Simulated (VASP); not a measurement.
Set up this calculation in VASP 6.6.1, as the native input.

- Task: single point
- Functional: r2SCAN
- Potentials or basis: VASP PAW PBE potentials, release 64 (Mg, C)
- Cutoff: 520 eV
- k mesh: 8 × 8 × 6
- Occupations: gaussian, width 0.05 eV
- Spin: no spin polarisation
- Dipole correction: no
- Further INCAR settings: ALGO = Normal; EDIFF = 1e-07; NBANDS = 16

Mg2C3:

```
CELL_PARAMETERS angstrom
2.38702 -2.33941 -0.00634
2.38702 2.33941 -0.00634
-1.22536 0.00000 4.85842
ATOMIC_POSITIONS crystal
Mg 0.80824 0.80824 0.19843
Mg 0.19176 0.19176 0.80157
C 0.29369 0.29369 0.26144
C 0.68535 0.68535 0.73851
C 0.48952 0.48952 0.49997
```

This cell differs from its parent crystal: all C atoms moved -0.050 Å, as atom 3 along Cartesian [1 0 0].

The input as run:

POSCAR

```
Mg2C3
1.0
    2.3870223790     -2.3394118729     -0.0063441741
    2.3870223790      2.3394118729     -0.0063441741
   -1.2253611782      0.0000000000      4.8584158892
Mg C
2 3
Direct
    0.8082382625      0.8082382625      0.1984312469
    0.1917617375      0.1917617375      0.8015687531
    0.2936887499      0.2936887499      0.2614371792
    0.6853506009      0.6853506009      0.7385080794
    0.4895196754      0.4895196754      0.4999726293
```

INCAR.step1

```
SYSTEM = Mg2C3
  PREC = Accurate
  ENCUT = 520
  ISMEAR = 0
  SIGMA = 0.05
  LREAL = .FALSE.
  LASPH = .TRUE.
  NELM = 100
  NBANDS = 16
  GGA = PE
  ALGO = Normal
  EDIFF = 1E-4
  LWAVE = .TRUE.
  LCHARG = .FALSE.
```

INCAR.step2

```
SYSTEM = Mg2C3
  PREC = Accurate
  ENCUT = 520
  EDIFF = 1E-7
  ISMEAR = 0
  SIGMA = 0.05
  LREAL = .FALSE.
  LASPH = .TRUE.
  NELM = 100
  ALGO = Normal
  ISIF = 2
  LWAVE = .FALSE.
  LCHARG = .FALSE.
  METAGGA = R2SCAN
  LMIXTAU = .TRUE.
  NBANDS = 16
  ISTART = 1
```

KPOINTS

```
Automatic mesh
0
G
  8 8 6
  0 0 0
```

Potentials or basis: VASP PAW PBE potentials, release 64 (Mg, C).

Run with:

```console
$ cat potpaw_PBE.64/Mg/POTCAR potpaw_PBE.64/C/POTCAR > POTCAR
$ cp INCAR.step1 INCAR
$ mpirun -np 1 vasp_std > vasp.out
$ cp INCAR.step2 INCAR
$ mpirun -np 1 vasp_std > vasp.out
```

Results of the run:

```
Pressure               : -0.2 GPa
Largest force          : 0.238 eV/Å
Band gap on the k mesh : 1.88 eV (least direct gap 2.65 eV)
```

Caveat: the cell differs from its parent crystal (all C atoms moved -0.050 Å, as atom 3 along Cartesian [1 0 0]); the PAW data sets were made with another functional, which shifts forces and pressure a little.

Wall time 3.3 min on 1 thread of Intel(R) Xeon(R) 6975P-C (Granite Rapids) (shared host), peak memory 0.24 GiB.
